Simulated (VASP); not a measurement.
# MgBe2SO2 (P4mm) in VASP: further runs

Runs on MgBe2SO2. Level: PBE. Tasks: single point.

All numbers are computed with VASP 6.6.1; they aren't measurements. Logs are shortened: lines on timing, memory, paths and dates and some standing lists are left out, and cuts for length are marked.

## 1. The cell of the first run

It takes space group P4mm (No. 99, tetragonal). The conventional cell has a = 3.110 Å, b = 3.110 Å, c = 7.582 Å, α = 90.00°, β = 90.00°, γ = 90.00°. Within 2.5 Å of Mg (site symmetry 4mm) lie 5 O at 1.88 to 2.34 Å. Within 2.7 Å of Be (site symmetry 2mm) lie 2 S at 2.03 Å and 4 Be at 2.20 Å and 2 O at 2.24 Å. Within 2.7 Å of S (site symmetry 4mm) lie 4 Be at 2.03 Å. O (site symmetry 4mm) has 1 Mg at 1.88 Å within 2.5 Å. O (site symmetry 4mm) has 4 Be at 2.24 Å and 4 Mg at 2.34 Å and 1 S at 2.91 Å and 4 O at 3.11 Å within 3.2 Å.

The cell was built from a structure type or drawn by symmetry, and may not be a known phase.

## 2. Single point, PBE, collinear spin

INCAR

```
PREC = Accurate
ENCUT = 520
EDIFF = 1E-6
ISMEAR = 0
SIGMA = 0.1
LREAL = F
LASPH = T
NELM = 150
ALGO = Normal
ISIF = 2
LWAVE = F
LCHARG = F
ISPIN = 2
MAGMOM = 0 0 0 0 0.87 0
LORBIT = 11
GGA = PE
NBANDS = 25
```

KPOINTS

```
regular mesh
0
Gamma
  12 12 6
```

POSCAR

```
MgBe2SO2
1.0
    3.1103129013      0.0000000000      0.0000000000
    0.0000000000      3.1103129013      0.0000000000
    0.0000000000      0.0000000000      7.5817643094
Mg Be S O
1 2 1 2
Direct
    0.0000000000      0.0000000000      0.3294114435
    0.5000000000      0.0000000000      0.0123882149
    0.0000000000      0.5000000000      0.0123882149
    0.5000000000      0.5000000000      0.8413133512
    0.0000000000      0.0000000000      0.5778762016
    0.5000000000      0.5000000000      0.2252216139
```

Potentials or basis: VASP PAW PBE potentials, release 64 (Mg, Be, S, O).

Command:

```console
> cat potpaw_PBE.64/Mg/POTCAR potpaw_PBE.64/Be/POTCAR potpaw_PBE.64/S/POTCAR potpaw_PBE.64/O/POTCAR > POTCAR
> mpirun -np 1 vasp_std > vasp.out
```

OUTCAR:

```text
PREC = Accurate
   ENCUT = 520
   EDIFF = 1E-6
   ISMEAR = 0
   LREAL = F
   LASPH = T
   NELM = 150
   ISIF = 2
   ISPIN = 2
   LORBIT = 11
   GGA = PE

 ion  position               nearest neighbor table
   1  0.000  0.000  0.329-   5 1.88   6 2.34   6 2.34   6 2.34   6 2.34   2 2.86   2 2.86   3 2.86
                             3 2.86
   2  0.500  0.000  0.012-   4 2.03   4 2.03   3 2.20   3 2.20   3 2.20   3 2.20   1 2.86   1 2.86

   3  0.000  0.500  0.012-   4 2.03   4 2.03   2 2.20   2 2.20   2 2.20   2 2.20   1 2.86   1 2.86

   4  0.500  0.500  0.841-   2 2.03   3 2.03   2 2.03   3 2.03
   5  0.000  0.000  0.578-   1 1.88
   6  0.500  0.500  0.225-   1 2.34   1 2.34   1 2.34   1 2.34

  LATTYP: Found a simple tetragonal cell.
 ALAT       =     3.1103129013
 C/A-ratio  =     2.4376210851

  Lattice vectors:

 A1 = (   3.1103129013,   0.0000000000,   0.0000000000)
 A2 = (   0.0000000000,   3.1103129013,   0.0000000000)
 A3 = (   0.0000000000,   0.0000000000,   7.5817643094)

Analysis of symmetry for initial positions (statically):
=====================================================================
 Subroutine PRICEL returns:
 Original cell was already a primitive cell.

 Routine SETGRP: Setting up the symmetry group for a
 simple tetragonal supercell.

 Subroutine GETGRP returns: Found  8 space group operations
 (whereof  8 operations were pure point group operations)
 out of a pool of 16 trial point group operations.

The static configuration has the point symmetry C_4v.

Analysis of symmetry for dynamics (positions and initial velocities):
=====================================================================
 Subroutine PRICEL returns:
 Original cell was already a primitive cell.

 Routine SETGRP: Setting up the symmetry group for a
 simple tetragonal supercell.

 Subroutine GETGRP returns: Found  8 space group operations
 (whereof  8 operations were pure point group operations)
 out of a pool of 16 trial point group operations.

The dynamic configuration has the point symmetry C_4v.

Analysis of structural, dynamic, and magnetic symmetry:
=====================================================================
 Subroutine PRICEL returns:
 Original cell was already a primitive cell.

 Routine SETGRP: Setting up the symmetry group for a
 simple tetragonal supercell.

 Subroutine GETGRP returns: Found  8 space group operations
 (whereof  8 operations were pure point group operations)
 out of a pool of 16 trial point group operations.

The overall configuration has the point symmetry C_4v.

 Subroutine INISYM returns: Found  8 space group operations
 (whereof  8 operations are pure point group operations),
 and found     1 'primitive' translations

----------------------------------------------------------------------------------------

                                     Primitive cell

  volume of cell :      73.3463

  direct lattice vectors                    reciprocal lattice vectors
     3.110312901  0.000000000  0.000000000     0.321511061  0.000000000  0.000000000
     0.000000000  3.110312901  0.000000000     0.000000000  0.321511061  0.000000000
     0.000000000  0.000000000  7.581764309     0.000000000  0.000000000  0.131895422

  length of vectors
     3.110312901  3.110312901  7.581764309     0.321511061  0.321511061  0.131895422

  position of ions in fractional coordinates (direct lattice)
     0.000000000  0.000000000  0.329411443
     0.500000000  0.000000000  0.012388215
     0.000000000  0.500000000  0.012388215
     0.500000000  0.500000000  0.841313351
     0.000000000  0.000000000  0.577876202
     0.500000000  0.500000000  0.225221614

  ion indices of the primitive-cell ions
   primitive index   ion index
                 1           1
                 2           2
                 3           3
                 4           4
                 5           5
                 6           6

----------------------------------------------------------------------------------------

[... 30 lines left out ...]
  0.333333  0.000000  0.000000      4.000000
  0.416667  0.000000  0.000000      4.000000
[... 16 lines left out ...]
  0.333333  0.333333  0.000000      4.000000
  0.416667  0.333333  0.000000      8.000000
 [... further k-points ...]
   k-points           NKPTS =    112   k-points in BZ     NKDIM =    112   number of bands    NBANDS=     25
   number of dos      NEDOS =    301   number of ions     NIONS =      6
   total plane-waves  NPLWV =  32256
   dimension x,y,z NGX =    24 NGY =   24 NGZ =   56
   dimension x,y,z NGXF=    48 NGYF=   48 NGZF=  112
   ions per type =               1   2   1   2
   NGX,Y,Z   is equivalent  to a cutoff of  12.83, 12.83, 12.28 a.u.
   NGXF,Y,Z  is equivalent  to a cutoff of  25.66, 25.66, 24.56 a.u.
 SYSTEM =  unknown system
   PREC   = accura    normal or accurate (medium, high low for compatibility)
   ISTART =      0    job   : 0-new  1-cont  2-samecut
   ICHARG =      2    charge: 1-file 2-atom 10-const
   ISPIN  =      2    spin polarized calculation?
   LNONCOLLINEAR =      F non collinear calculations
   LSORBIT =      F    spin-orbit coupling
   LASPH  =      T    aspherical Exc in radial PAW
   ENCUT  =  520.0 eV  38.22 Ry    6.18 a.u.   5.78  5.78 14.10*2*pi/ulx,y,z
   NELM   =    150;   NELMIN=  2; NELMDL= -5     # of ELM steps
   EDIFF  = 0.1E-05   stopping-criterion for ELM
   LREAL  =      F    real-space projection
   EDIFFG = 0.1E-04   stopping-criterion for IOM
   NSW    =      0    number of steps for IOM
   IBRION =     -1    ionic relax: 0-MD 1-quasi-New 2-CG
   NFREE  =      0    steps in history (QN), initial steepest desc. (CG)
   ISIF   =      2    stress and relaxation
   ISYM   =      2    0-nonsym 1-usesym 2-fastsym
   POTIM  = 0.5000    time-step for ionic-motion
   TEBEG  =    0.0;   TEEND  =   0.0 temperature during run
   PSTRESS=    0.0 pullay stress
   NELECT =      24.0000    total number of electrons
   NUPDOWN=      -1.0000    fix difference up-down
   EMIN   =  10.00;   EMAX   =-10.00  energy-range for DOS
   EFERMI =   0.00;   METHOD = LEGACY
   ISMEAR =     0;   SIGMA  =   0.10  broadening in eV -4-tet -1-fermi 0-gaus
   EFERMI_NEDOS =   21; number of points for ismear=-14 and -15
   IALGO  =     38    algorithm
   IMIX   =      4    mixing-type and parameters
     AMIX     =   0.40;   BMIX     =  1.00
     AMIX_MAG =   1.60;   BMIX_MAG =  1.00
  volume/ion in A,a.u.               =      12.22        82.49
  Fermi-wavevector in a.u.,A,eV,Ry     =   1.128113  2.131824 17.315290  1.272638
  Thomas-Fermi vector in A             =   2.264801
   LORBIT       =     11    0 simple, 1 ext, 2 COOP (PROOUT), +10 PAW based schemes
   GGA     = PE    functional components
   LHFCALC =     F    Hartree Fock is set to
   AEXX    =    0.0000 exact exchange contribution
   IVDW    =     0    specifies the selected vdW correction
   LEPSILON=     F    determine dielectric tensor
   LRPA    =     F    only Hartree local field effects (RPA)
 spin polarized calculation
 Gauss-broadening in eV      SIGMA  =   0.10
  energy-cutoff  :      520.00
  volume of cell :       73.35
 maximum number of plane-waves:      2016
 NGX is ok and might be reduce to    24
   NGX = 11   NGY = 11   NGZ = 29

 number of electron      24.0000006 magnetization       0.8837937

 Free energy of the ion-electron system (eV)
  ---------------------------------------------------
  ext. energy  EPLUGINS =         0.00000000
  ---------------------------------------------------
  free energy    TOTEN  =       -26.57569324 eV

  energy without entropy =      -26.56624432  energy(sigma->0) =      -26.57096878

 E-fermi :   3.3795     XC(G=0):  -9.7358

 val. band max:        3.3671045797   @ k =   0.3333   0.2500   0.1667
 cond. band min:       3.3832338460   @ k =   0.5000   0.2500   0.3333
 fundamental gap:      0.0161292663
 Fermi energy:         3.3795447817

 spin component 1

 k-point     1 :       0.0000    0.0000    0.0000
  band No.  band energies     occupation
      1     -15.3932      1.00000
      2     -13.4641      1.00000
      3     -10.9844      1.00000
      4      -2.9346      1.00000
      5      -0.3754      1.00000
      6      -0.3240      1.00000
[... 637 lines left out ...]
     23      15.2353      0.00000
     24      15.9801      0.00000

 [... further k-points ...]

 spin component 2

 k-point     1 :       0.0000    0.0000    0.0000
  band No.  band energies     occupation
      1     -15.4171      1.00000
      2     -12.0764      1.00000
      3     -10.9038      1.00000
      4      -2.9463      1.00000
      5      -0.3468      1.00000
      6      -0.3468      1.00000
[... 637 lines left out ...]
     23      15.2581      0.00000
     24      15.9827      0.00000

 [... further k-points ...]

 [bands above 24 left out]

------------------------ aborting loop because EDIFF is reached ----------------------------------------

  FORCE on cell =-STRESS in cart. coord.  units (eV):
  Direction    XX          YY          ZZ          XY          YZ          ZX
  --------------------------------------------------------------------------------------
  -------------------------------------------------------------------------------------
  Total       -0.1062731     -0.1062731     -0.0218344      0.0000000      0.0000000      0.0000000
  in kB       -2.3214293     -2.3214293     -0.4769514      0.0000000      0.0000000      0.0000000
  external PRESSURE =      -1.7066034 kB  Pullay stress =       0.0000000 kB

 VOLUME and BASIS-vectors are now :
 -----------------------------------------------------------------------------
  energy-cutoff  :      520.00
  volume of cell :       73.35
      direct lattice vectors                 reciprocal lattice vectors
     3.110312901  0.000000000  0.000000000     0.321511061  0.000000000  0.000000000
     0.000000000  3.110312901  0.000000000     0.000000000  0.321511061  0.000000000
     0.000000000  0.000000000  7.581764309     0.000000000  0.000000000  0.131895422

 POSITION                                       TOTAL-FORCE (eV/Angst)
 -----------------------------------------------------------------------------------
      0.00000      0.00000      2.49752         0.000000      0.000000     -0.040152
      1.55516      0.00000      0.09392         0.000000      0.000000     -0.000638
      0.00000      1.55516      0.09392         0.000000      0.000000     -0.000638
      1.55516      1.55516      6.37864         0.000000      0.000000      0.003368
      0.00000      0.00000      4.38132        -0.000000      0.000000      0.019222
      1.55516      1.55516      1.70758         0.000000     -0.000000      0.018838
 -----------------------------------------------------------------------------------
    total drift:                                0.000000     -0.000000      0.000252

  FREE ENERGIE OF THE ION-ELECTRON SYSTEM (eV)
  ---------------------------------------------------
  free  energy   TOTEN  =       -26.5756932374 eV

  energy  without entropy=      -26.5662443177  energy(sigma->0) =      -26.57096878

 total charge

# of ion       s       p       d       tot
------------------------------------------
    1        0.156   0.143   0.053   0.353
    2        0.401   0.703   0.000   1.104
    3        0.401   0.703   0.000   1.104
    4        1.372   2.389   0.000   3.761
    5        1.597   3.192   0.000   4.789
    6        1.572   3.351   0.000   4.923
--------------------------------------------------
tot          5.499  10.481   0.053  16.033

 magnetization (x)

# of ion       s       p       d       tot
------------------------------------------
    1       -0.005  -0.003   0.001  -0.007
    2       -0.003  -0.003   0.000  -0.006
    3       -0.003  -0.003   0.000  -0.006
    4        0.002   0.004   0.000   0.006
    5        0.010   0.763   0.000   0.773
    6       -0.004  -0.011   0.000  -0.014
--------------------------------------------------
tot         -0.003   0.748   0.001   0.746
```

It took 2.4 min on 1 thread of Intel Xeon 6975P-C (Granite Rapids), shared host; peak memory 0.43 GiB.

Results:

```
Free energy                                           : -26.5757 eV
Pressure                                              : -0.2 GPa
Largest force                                         : 0.040 eV/Å
Net moment                                            : 0.88 μB per cell
Site moments                                          : Mg -0.01; Be -0.01; S +0.01; O +0.77, -0.01 μB
Valence electrons inside the program's atomic spheres : Mg 0.35; Be 1.10; S 3.76; O 4.79, 4.92
```

Forces on the atoms (eV/Å):
```
Mg   0.000  0.000 -0.040
Be   0.000  0.000 -0.001
Be   0.000  0.000 -0.001
S    0.000  0.000  0.003
O    0.000  0.000  0.019
O    0.000  0.000  0.019
```

Levels at points of the mesh, in eV from the Fermi level:
Spin up:
| k point | band 9 | band 10 | band 11 | band 12 | band 13 | band 14 | band 15 | band 16 |
| --- | --- | --- | --- | --- | --- | --- | --- | --- |
| (0.00, 0.00, 0.00) | -1.95 | -1.27 | -1.18 | -1.18 | -0.81 | 4.42 | 5.12 | 5.56 |
| (0.50, 0.00, 0.00) | -1.93 | -1.82 | -1.11 | -0.95 | 0.08 | 3.43 | 5.23 | 6.19 |
| (0.50, 0.50, 0.00) | -3.20 | -2.32 | -2.32 | -1.84 | -1.76 | 4.42 | 4.42 | 4.62 |
| (0.00, 0.00, 0.50) | -2.01 | -2.01 | -1.13 | -1.13 | -0.04 | 3.94 | 5.11 | 5.54 |
| (0.50, 0.00, 0.50) | -2.10 | -1.31 | -1.11 | -0.96 | 0.34 | 3.31 | 5.23 | 6.47 |
| (0.50, 0.50, 0.50) | -3.27 | -2.26 | -2.26 | -1.93 | -1.63 | 4.26 | 4.26 | 4.32 |
Spin down:
```tsv
k point	band 7	band 8	band 9	band 10	band 11	band 12	band 13	band 14	band 15	band 16
(0.00, 0.00, 0.00)	-3.63	-1.91	-1.91	-0.98	-0.72	0.62	0.62	4.47	5.12	5.55
(0.50, 0.00, 0.00)	-3.28	-2.46	-1.27	-0.95	-0.91	0.05	0.79	3.50	5.20	6.20
(0.50, 0.50, 0.00)	-4.99	-4.77	-3.26	-1.84	-1.16	-0.79	-0.79	4.43	4.43	4.62
(0.00, 0.00, 0.50)	-3.07	-2.16	-1.93	-1.93	0.15	0.65	0.65	3.96	5.11	5.52
(0.50, 0.00, 0.50)	-3.28	-3.02	-1.62	-0.96	-0.31	0.39	0.79	3.26	5.20	6.50
(0.50, 0.50, 0.50)	-5.03	-4.73	-3.31	-1.93	-1.03	-0.72	-0.72	4.21	4.21	4.29
```

## 3. Single point, PBE

This run uses another cell than the first one, of 10.31 Å³/atom.

INCAR

```
SYSTEM = MgBe2SO2
ALGO = Normal ; EDIFF = 1E-6
ENCUT = 520 ; GGA = PE
ISIF = 2 ; ISMEAR = 0
LASPH = .True. ; LCHARG = .False.
LREAL = .False. ; LWAVE = .False.
NBANDS = 21 ; NELM = 60
PREC = Accurate ; SIGMA = 0.1
```

KPOINTS

```
k-points
0
Gamma
  6 6 4
  0 0 0
```

POSCAR

```
MgBe2SO2
1.0
    3.3070196300      0.0000000000      0.0000000000
    0.0000000000      3.3070196300      0.0000000000
    0.0000000000      0.0000000000      5.6542690600
Mg Be S O
1 2 1 2
Direct
    0.0000000000      0.0000000000      0.1747010100
    0.5000000000      0.0000000000      0.9940500300
    0.0000000000      0.5000000000      0.9940500300
    0.5000000000      0.5000000000      0.8326429700
    0.0000000000      0.0000000000      0.6321269900
    0.5000000000      0.5000000000      0.3710280100
```

Potentials or basis: VASP PAW PBE potentials, release 64 (Mg, Be, S, O).

Command:

```console
> cat potpaw_PBE.64/Mg/POTCAR potpaw_PBE.64/Be/POTCAR potpaw_PBE.64/S/POTCAR potpaw_PBE.64/O/POTCAR > POTCAR
> mpirun -np 1 vasp_std > vasp.out
```

Wall time 33 s (1 thread of AMD EPYC 9R45 (Zen 5), shared host); peak memory 0.17 GiB.

It converged, with:

```yaml
Free_energy: -16.0780 eV
Pressure: 31.6 GPa
Largest_force: 13.444 eV/Å
Band_gap_on_the_k_mesh: zero (bands 12 and 13 overlap by 0.71 eV)
```

Forces in eV/Å, atoms in the order of the input:
```
Mg   0.000  0.000 13.444
Be   0.000  0.000 -3.179
Be   0.000  0.000 -3.179
S    0.000  0.000 -4.321
O    0.000  0.000  0.277
O    0.000  0.000 -3.041
```

Stress tensor (GPa, compression positive):
```
37.87  0.00  0.00
 0.00 37.87  0.00
 0.00  0.00 19.16
```

Levels at points of the mesh, in eV from the Fermi level:
```csv
k point,band 10,band 11,band 12,band 13,band 14,band 15
"(0.00, 0.00, 0.00)",-0.46,-0.29,-0.29,-0.27,3.28,3.76
"(0.50, 0.00, 0.00)",-0.84,-0.71,0.03,0.05,2.05,2.07
"(0.50, 0.50, 0.00)",-1.30,-1.30,-0.88,-0.08,2.03,2.03
"(0.00, 0.00, 0.50)",-1.55,0.09,0.09,1.71,3.30,3.45
"(0.50, 0.00, 0.50)",-0.94,-0.87,-0.07,0.34,2.01,2.78
"(0.50, 0.50, 0.50)",-1.65,-0.35,-0.12,-0.12,1.53,1.53
```

Caveat: the cell stands under pressure; semilocal functionals underestimate gaps, so a narrow gap can read as zero; forces of over 1 eV/Å act on the atoms, so gaps and moduli don't describe the material at rest.

[end of part 1 of 2]
